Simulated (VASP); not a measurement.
Set up this calculation in VASP 6.6.1, as the native input.

```
Task                   : single point
Functional             : r2SCAN
Potentials or basis    : VASP PAW PBE potentials, release 64 (C, Be)
Cutoff                 : 660 eV
k mesh                 : 6 × 6 × 6
Occupations            : gaussian, width 0.01 eV
Spin                   : no spin polarisation
Dipole correction      : no
Further INCAR settings : ALGO = Normal; EDIFF = 1e-06; NBANDS = 11
```

Crystal: Be2C.

```
CELL_PARAMETERS angstrom
0.00000 2.16049 2.16049
2.16049 0.00000 2.16049
2.16049 2.16049 0.00000
ATOMIC_POSITIONS crystal
C 0.00000 0.00000 0.00000
Be 0.25000 0.25000 0.25000
Be 0.75000 0.75000 0.75000
```

These files were run (other wordings do the same):

POSCAR

```
Be2C
1.0
    0.0000000000      2.1604856385      2.1604856385
    2.1604856385      0.0000000000      2.1604856385
    2.1604856385      2.1604856385      0.0000000000
C Be
1 2
Direct
    0.0000000000      0.0000000000      0.0000000000
    0.2500000000      0.2500000000      0.2500000000
    0.7500000000      0.7500000000      0.7500000000
```

INCAR.step1

```
SYSTEM = Be2C
PREC     = Accurate       ! precision mode
ENCUT    = 660            ! plane-wave cutoff, eV
ISMEAR   = 0              ! smearing method
SIGMA    = 0.01           ! smearing width, eV
LREAL    = .FALSE.        ! projectors in reciprocal space
LASPH    = .TRUE.         ! aspherical terms in the spheres
NELM     = 120            ! most SCF steps
NBANDS   = 11             ! bands
GGA      = PE             ! functional
ALGO     = Normal         ! electronic algorithm
EDIFF    = 1E-5           ! SCF threshold, eV
LWAVE    = .TRUE.         ! write WAVECAR
LCHARG   = .FALSE.        ! write CHGCAR
GGA_COMPAT= .FALSE.
```

INCAR.step2

```
SYSTEM = Be2C
PREC     = Accurate       ! precision mode
ENCUT    = 660            ! plane-wave cutoff, eV
EDIFF    = 1E-6           ! SCF threshold, eV
ISMEAR   = 0              ! smearing method
SIGMA    = 0.01           ! smearing width, eV
LREAL    = .FALSE.        ! projectors in reciprocal space
LASPH    = .TRUE.         ! aspherical terms in the spheres
NELM     = 120            ! most SCF steps
ALGO     = Normal         ! electronic algorithm
ISIF     = 2              ! what is computed and relaxed
LWAVE    = .FALSE.        ! write WAVECAR
LCHARG   = .FALSE.        ! write CHGCAR
METAGGA  = R2SCAN         ! meta-GGA
LMIXTAU  = .TRUE.       
NBANDS   = 11             ! bands
ISTART   = 1            
GGA_COMPAT= .FALSE.
```

KPOINTS

```
Automatic mesh
0
G
  6 6 6
  0 0 0
```

Potentials or basis: VASP PAW PBE potentials, release 64 (C, Be).

The run is started by

```bash
$ cat potpaw_PBE.64/C/POTCAR potpaw_PBE.64/Be/POTCAR > POTCAR
$ cp INCAR.step1 INCAR
$ mpirun -np 1 vasp_std > vasp.out
$ cp INCAR.step2 INCAR
$ mpirun -np 1 vasp_std > vasp.out
```

It gave:

* Pressure: 0.8 GPa
* Band gap on the k mesh: 1.52 eV (least direct gap 4.63 eV)

Caveat: the PAW data sets were made with another functional, which shifts forces and pressure a little.

Run time: 40 s on 1 thread of Intel Xeon 8259CL, on a shared host, peak memory 0.15 GiB.
